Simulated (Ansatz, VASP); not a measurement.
## Two plane-wave programs on Ca4B3

Contents of INCAR:

```
PREC = Accurate
ENCUT = 520
EDIFF = 1E-6
ISMEAR = 0
SIGMA = 0.2
LREAL = F
LASPH = T
NELM = 100
ALGO = Fast
ISIF = 2
LWAVE = F
LCHARG = F
GGA = PE
NBANDS = 34
```

File KPOINTS:

```
regular mesh
0
Gamma
  6 6 4
```

The input POSCAR:

```
Ca4B3
1.0
    4.4016939610      0.0000000000      0.0000000000
    0.0000000000      4.4016939610      0.0000000000
    0.0000000000      0.0000000000      8.2656307603
Ca B
4 3
Direct
    0.5000000000      0.5000000000      0.3390616233
    1.0000000000      0.0000000000      0.0728279232
    0.5000000000      0.0000000000      0.7429869415
    0.0000000000      0.5000000000      0.7429869415
    0.5000000000      0.5000000000      0.9567000001
    1.0000000000      0.0000000000      0.5740461991
    0.0000000000      0.0000000000      0.3885988012
```

Input for Ansatz:

```yaml
crystal:
  lattice:
    - [4.401693961, 0.0, 0.0]
    - [0.0, 4.401693961, 0.0]
    - [0.0, 0.0, 8.2656307603]
  atoms:
    - { symbol: Ca, position: [0.5, 0.5, 0.3390616233] }
    - { symbol: Ca, position: [1.0, 0.0, 0.0728279232] }
    - { symbol: Ca, position: [0.5, 0.0, 0.7429869415] }
    - { symbol: Ca, position: [0.0, 0.5, 0.7429869415] }
    - { symbol: B, position: [0.5, 0.5, 0.9567000001] }
    - { symbol: B, position: [1.0, 0.0, 0.5740461991] }
    - { symbol: B, position: [0.0, 0.0, 0.3885988012] }
basis:
  ecutwfc: 420
kpoints:
  mp_grid: { grid: [6, 6, 4] }
hamiltonian:
  xc: pbe
scf:
  occupations: { method: gaussian, width: 0.2 }
  lower_state_search: "off"
output:
  forces: true
  stress: true
  eigenvalues: true
```

Alike in both runs: task single point; functional PBE; k mesh 6 × 6 × 4; occupations gaussian, width 0.2 eV; no spin polarisation.

|  | VASP | Ansatz |
| --- | --- | --- |
| version | VASP 6.6.1 | Ansatz 0.2.0 |
| potentials or method | VASP PAW PBE potentials, release 64 (Ca_sv, B), cutoff 520 eV | scalar-relativistic, plane waves, PAW |
| valence electrons in the cell | 49 | 49 |

```csv
,VASP,Ansatz,Ansatz less VASP
gap on the k mesh at the Fermi level (eV),none,none,-
pressure (GPa),0.1,0.0,-0.08
"traceless stress, the component that is largest in VASP (GPa)",-0.12,-0.13,-0.019
rms of the force components (eV/Å),0.018,0.017,-0.0008
```

Atom by atom the forces differ by 0.004 eV/Å (rms over components). A gap of «none» marks a metal or a gap that the smearing closes.
